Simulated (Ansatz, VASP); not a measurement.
# TiAl in VASP and in Ansatz

```
CELL_PARAMETERS angstrom
1.50716 -5.24799 0.00000
1.50716 5.24799 0.00000
0.00000 0.00000 4.18511
ATOMIC_POSITIONS crystal
Ti 0.83223 0.16777 0.75000
Ti 0.16777 0.83223 0.25000
Al 0.57258 0.42742 0.75000
Al 0.42742 0.57258 0.25000
```

Alike in both runs: functional PBE; k mesh 16 × 16 × 12; occupations gaussian, width 0.1 eV; no spin polarisation.

Ansatz relaxed the structure, and its values are those at the end. VASP's run is a single point on that final structure, the one shown.

|  | VASP | Ansatz |
| --- | --- | --- |
| version | VASP 6.6.1 | Ansatz 0.2.0 |
| potentials or method | VASP PAW PBE potentials, release 64 (Ti_sv, Al), cutoff 520 eV | scalar-relativistic, plane waves, PAW |
| valence electrons in the cell | 30 | 30 |

```tsv
	VASP	Ansatz	Ansatz less VASP
gap on the k mesh at the Fermi level (eV)	none	none	-
pressure (GPa)	0.0	0.0	+0.01
```

A gap of «none» marks a metal or a gap that the smearing closes.
